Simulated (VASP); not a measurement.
Here is a VASP 6.6.1 calculation.

The input POSCAR:

```
TiSi18N24
1.0
    7.6633883300      0.0000000000      0.0000000000
   -3.8316941700      6.6366889800      0.0000000000
    0.0000000000      0.0000000000      8.7784169900
Si N Ti
18 24 1
Direct
    0.2285889700      0.8250975200      0.2495240100
    0.4052782600      0.2332993300      0.0840626400
    0.8230814400      0.5919248700      0.0840714700
    0.1749831700      0.4116496000      0.2485917600
    0.5934783200      0.7671362700      0.2498261200
    0.7689923100      0.1740120800      0.0839941300
    0.2350616200      0.8124556900      0.5839803000
    0.4047677600      0.2290989900      0.4140605800
    0.8229178600      0.5864795700      0.4145588500
    0.1492727100      0.3799706100      0.5835743000
    0.5869412300      0.7570540900      0.5837435900
    0.7710339100      0.1737049200      0.4145142500
    0.2284193800      0.8250484400      0.9182674700
    0.4043603300      0.2291367700      0.7538799800
    0.8229123900      0.5859630500      0.7531765700
    0.1752334000      0.4119774400      0.9189737900
    0.5939946900      0.7674208300      0.9179194600
    0.7709886700      0.1737679700      0.7531425400
    0.3351398000      0.6711789100      0.2490150900
    0.6651274500      0.3311189700      0.0841051500
    0.9671654300      0.6693912700      0.2490032100
    0.2957312700      0.9713871500      0.0838069200
    0.6686689400      0.6985213200      0.0839916800
    0.3306309900      0.3031735700      0.2501927100
    0.0311141300      0.3311389200      0.0836941000
    0.6996757600      0.0278854800      0.2499169300
    0.3280598600      0.6516817200      0.5838488100
    0.6620230800      0.3263282600      0.4168449800
    0.9642008700      0.6666392800      0.5838642400
    0.2920370600      0.9647904800      0.4213944500
    0.6657359900      0.6925764500      0.4166669400
    0.3259516300      0.2903749800      0.5838511100
    0.0258536100      0.3542029500      0.4068473200
    0.7184582300      0.0267510800      0.5837659400
    0.3355624300      0.6715801600      0.9185528000
    0.6616883800      0.3260418400      0.7515194300
    0.9668825300      0.6695369300      0.9187852500
    0.2914826500      0.9647250500      0.7466637800
    0.6665996200      0.6931726100      0.7509492900
    0.3308655500      0.3036400900      0.9178069700
    0.0258938700      0.3539423800      0.7605315900
    0.7011101400      0.0281854400      0.9177450800
    0.0414037800      0.0128128100      0.5852058200
```

File INCAR.step1:

```
ALGO     = Normal         # electronic algorithm
EDIFF    = 1E-5           # SCF threshold, eV
ENCUT    = 520            # plane-wave cutoff, eV
GGA      = PE             # functional
GGA_COMPAT= False        
ISIF     = 2              # what is computed and relaxed
ISMEAR   = -1             # smearing method
ISYM     = -1           
LASPH    = True           # aspherical terms in the spheres
LCHARG   = False          # write CHGCAR
LREAL    = Auto         
LWAVE    = True           # write WAVECAR
NBANDS   = 129            # bands
NELM     = 120            # most SCF steps
PREC     = Accurate       # precision mode
SIGMA    = 0.01           # smearing width, eV
```

The input INCAR.step2:

```
ALGO     = Normal         # electronic algorithm
EDIFF    = 1E-6           # SCF threshold, eV
ENCUT    = 520            # plane-wave cutoff, eV
GGA      = PE             # functional
GGA_COMPAT= False        
HFSCREEN = 0.2079         # screening, 1/A
ISIF     = 2              # what is computed and relaxed
ISMEAR   = -1             # smearing method
ISTART   = 1            
ISYM     = -1           
LASPH    = True           # aspherical terms in the spheres
LCHARG   = False          # write CHGCAR
LHFCALC  = True           # exact exchange
LREAL    = Auto         
LWAVE    = False          # write WAVECAR
NBANDS   = 129            # bands
NELM     = 120            # most SCF steps
PREC     = Accurate       # precision mode
PRECFOCK = Fast         
SIGMA    = 0.01           # smearing width, eV
```

Contents of KPOINTS:

```
explicit points
1
Reciprocal
  0.25000000   0.25000000   0.25000000 1
```

Potentials or basis: VASP PAW PBE potentials, release 64 (Si, N, Ti_sv).

Launch:

```console
$ cat potpaw_PBE.64/Si/POTCAR potpaw_PBE.64/N/POTCAR potpaw_PBE.64/Ti_sv/POTCAR > POTCAR
$ cp INCAR.step1 INCAR
$ mpirun -np 1 vasp_std > vasp.out
$ cp INCAR.step2 INCAR
$ mpirun -np 1 vasp_std > vasp.out
```

Problem. What does it give for the band gap on the k mesh?

Solution. 1.90 eV.

Problem. What does it give for the largest force?

Solution. 0.235 eV/Å.

Problem. Predict the pressure.

Solution. -4.7 GPa.

Stress tensor (GPa, compression positive):
```
-5.33  0.25 -0.01
 0.25 -4.92  0.03
-0.01  0.03 -3.88
```

Caveat: the PAW data sets were made with another functional, which shifts forces and pressure a little.
